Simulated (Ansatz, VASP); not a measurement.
**InAs in VASP and in Ansatz**

File INCAR:

```
PREC     = Accurate       # precision mode
ENCUT    = 520            # plane-wave cutoff, eV
EDIFF    = 1E-6           # SCF threshold, eV
ISMEAR   = 0              # smearing method
SIGMA    = 0.15           # smearing width, eV
LREAL    = False          # projectors in reciprocal space
LASPH    = True           # aspherical terms in the spheres
NELM     = 60             # most SCF steps
ALGO     = Normal         # electronic algorithm
ISIF     = 2              # what is computed and relaxed
LWAVE    = False          # write WAVECAR
LCHARG   = False          # write CHGCAR
GGA      = PE             # functional
NBANDS   = 16             # bands
```

The input KPOINTS:

```
Automatic mesh
0
Gamma
  14 14 14
```

Contents of POSCAR:

```
InAs
1.0
    0.0000000000      3.1449600000      2.9030400000
    3.1449600000      0.0000000000      2.9030400000
    3.1449600000      3.1449600000      0.0000000000
In As
1 1
Direct
    0.0000000000      0.0000000000      0.0000000000
    0.7500000000      0.7500000000      0.7500000000
```

Input for Ansatz:

```yaml
crystal:
  lattice:
    - [0.0, 3.14496, 2.90304]
    - [3.14496, 0.0, 2.90304]
    - [3.14496, 3.14496, 0.0]
  atoms:
    - { symbol: In, position: [0.0, 0.0, 0.0] }
    - { symbol: As, position: [0.75, 0.75, 0.75] }
basis:
  ecutwfc: 420
kpoints:
  mp_grid: { grid: [14, 14, 14] }
hamiltonian:
  xc: pbe
scf:
  occupations: { method: gaussian, width: 0.15 }
output:
  forces: true
  stress: true
  eigenvalues: true
```

Change from the starting cell: strain +0.040 along x and y, -0.040 along z, atoms carried along.

Alike in both runs: task single point; functional PBE; k mesh 14 × 14 × 14; occupations gaussian, width 0.15 eV; no spin polarisation.

|  | VASP | Ansatz |
| --- | --- | --- |
| version | VASP 6.6.1 | Ansatz 0.2.0 |
| potentials or method | VASP PAW PBE potentials, release 64 (In_d, As), cutoff 520 eV | scalar-relativistic, plane waves, PAW |
| valence electrons in the cell | 18 | 28 |

```csv
,VASP,Ansatz,Ansatz less VASP
pressure (GPa),1.5,1.5,-0.05
"traceless stress, the component that is largest in VASP (GPa)",1.48,1.48,+0.003
```

VASP's potentials hold 18 valence electrons a cell and Ansatz's 28, so a difference there can come from the potentials and not from the codes.
